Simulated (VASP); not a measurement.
SrO: single point with HSE06

SrO:

```xyz
2
Lattice="0.0000 2.5283 2.5283 2.5283 0.0000 2.5283 2.5283 2.5283 0.0000" Properties=species:S:1:pos:R:3 pbc="T T T"
Sr    0.0000    0.0000    0.0000
O     2.5283    2.5283    2.5283
```

This cell differs from its parent crystal: strain -2.0%.

```yaml
Program: VASP 6.6.1
Task: single point
Functional: HSE06
Potentials_or_basis: VASP PAW PBE potentials, release 64 (Sr_sv, O)
Cutoff: 520 eV
k_mesh: 6 × 6 × 6
Occupations: gaussian, width 0.01 eV
Spin: no spin polarisation
```

| Property | Result |
| --- | --- |
| Pressure | 6.7 GPa |
| Band gap on the k mesh | 4.72 eV (least direct gap 4.78 eV) |

Levels at points of the mesh, in eV from the valence-band top:
```tsv
k point	band 6	band 7	band 8	band 9	band 10	band 11
(0.00, 0.00, 0.00)	0.00	0.00	0.00	5.87	8.00	8.00
(0.50, 0.00, 0.00)	-2.37	-1.31	-1.31	8.49	10.43	11.03
(0.50, 0.50, 0.00)	-0.38	-0.06	-0.06	4.72	9.98	12.40
```

It took 13 min on 1 thread of Intel(R) Xeon(R) 6975P-C (Granite Rapids), with other jobs on the host, peak memory 0.27 GiB.

Caveat: the cell differs from its parent crystal (strain -2.0%); the cell stands under pressure; the PAW data sets were made with another functional, which shifts forces and pressure a little. A k mesh can miss the band edges.
